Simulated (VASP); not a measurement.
Cu3Au:

```
Cu Au
1.0
     3.74000    0.00000    0.00000
     0.00000    3.74000    0.00000
     0.00000    0.00000    3.74000
Cu Au
3 1
Cartesian
  0.0000 1.8700 1.8700
  1.8700 0.0000 1.8700
  1.8700 1.8700 0.0000
  0.0000 0.0000 0.0000
```

```yaml
Program: VASP 6.6.1
Task: relaxation of volume and atoms at fixed shape
Functional: LDA
Potentials_or_basis: VASP PAW LDA potentials, release 64 (Cu, Au)
Cutoff: 600 eV
k_mesh: 7 × 7 × 7
Occupations: fermi-dirac, width 0.05 eV
Spin: no spin polarisation
```

At the start: pressure -8.5 GPa; volume 13.08 Å³/atom.

Problem. Where does the relaxation end?

Solution. Over 3 steps the energy falls by 18.5 meV/atom and the volume is 12.42 Å³/atom (-5.0 %); space group Pm-3m (No. 221, to 0.1 Å) before and after.

Step by step:
```tsv
step	energy change (eV)	largest force (eV/Å)	pressure (GPa)	volume (Å³)
1	0.0000	0.0000	-8.50	52.31
2	0.0025	0.0000	10.65	47.23
3	-0.0741	0.0000	-0.07	49.68
```

Final structure:
```xyz
4
Lattice="3.6763 0.0000 0.0000 0.0000 3.6763 0.0000 0.0000 0.0000 3.6763" Properties=species:S:1:pos:R:3 pbc="T T T"
Cu    0.0000    1.8381    1.8381
Cu    1.8381    0.0000    1.8381
Cu    1.8381    1.8381    0.0000
Au    0.0000    0.0000    0.0000
```
